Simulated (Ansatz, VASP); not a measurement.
# Two plane-wave programs on La2Y2O

The input INCAR:

```
SYSTEM = La2Y2O
PREC = Accurate
ENCUT = 600
EDIFF = 1E-6
ISMEAR = 0
SIGMA = 0.2
LREAL = .FALSE.
LASPH = .TRUE.
NELM = 100
ALGO = Normal
ISIF = 3
LWAVE = .FALSE.
LCHARG = .FALSE.
GGA = PE
IBRION = 2
NSW = 36
EDIFFG = -0.08
```

Contents of KPOINTS:

```
Automatic mesh
0
G
  5 5 2
  0 0 0
```

File POSCAR:

```
La2Y2O
1.0
    3.5200000000      0.0000000000      0.0000000000
   -1.7600000000      3.0484094200      0.0000000000
    0.0000000000      0.0000000000     10.9000000000
La Y O
2 2 1
Direct
    0.3333333300      0.6666666700      0.1250000000
    0.6666666700      0.3333333300      0.8750000000
    0.6666666700      0.3333333300      0.3780000000
    0.3333333300      0.6666666700      0.6220000000
    0.0000000000      0.0000000000      0.0000000000
```

Input for Ansatz:

```yaml
crystal:
  lattice:
    - [3.52, 0.0, 0.0]
    - [-1.76, 3.04840942, 0.0]
    - [0.0, 0.0, 10.9]
  atoms:
    - { symbol: La, position: [0.33333333, 0.66666667, 0.125] }
    - { symbol: La, position: [0.66666667, 0.33333333, 0.875] }
    - { symbol: "Y", position: [0.66666667, 0.33333333, 0.378] }
    - { symbol: "Y", position: [0.33333333, 0.66666667, 0.622] }
    - { symbol: O, position: [0.0, 0.0, 0.0] }
basis:
  ecutwfc: 420
kpoints:
  mp_grid: { grid: [5, 5, 2] }
hamiltonian:
  xc: pbe
scf:
  occupations: { method: gaussian, width: 0.2 }
  lower_state_search: "off"
output:
  forces: true
  stress: true
  eigenvalues: true
relax:
  adjacent_minimum: "off"
  f_tol: 0.08
  max_steps: 16
  cell: { stress_tol: 0.8 }
```

Alike in both runs: task relaxation of cell and atoms; functional PBE; k mesh 5 × 5 × 2; occupations gaussian, width 0.2 eV; no spin polarisation.

```csv
,VASP,Ansatz
version,VASP 6.6.1,Ansatz 0.2.0
potentials or method,"VASP PAW PBE potentials, release 64 (La, Y_sv, O), cutoff 600 eV","scalar-relativistic, plane waves, PAW"
valence electrons in the cell,50,50
```

|  | VASP | Ansatz | Ansatz less VASP |
| --- | --- | --- | --- |
| gap on the k mesh at the Fermi level, each at its own relaxed structure (eV) | none | none | - |
| relaxed volume (Å³/atom) | 28.79 | 29.00 | +0.207 |
| relaxed cell length with the largest relative difference (Å) | 11.993 | 12.067 | +0.0741 |

A gap of «none» marks a metal or a gap that the smearing closes.

The k mesh is coarse, so the values compare programs but aren't converged. Neither program's run includes spin-orbit coupling. Noted on VASP's run: the volume moved by over 15 % at a fixed basis, so the end points are rough.
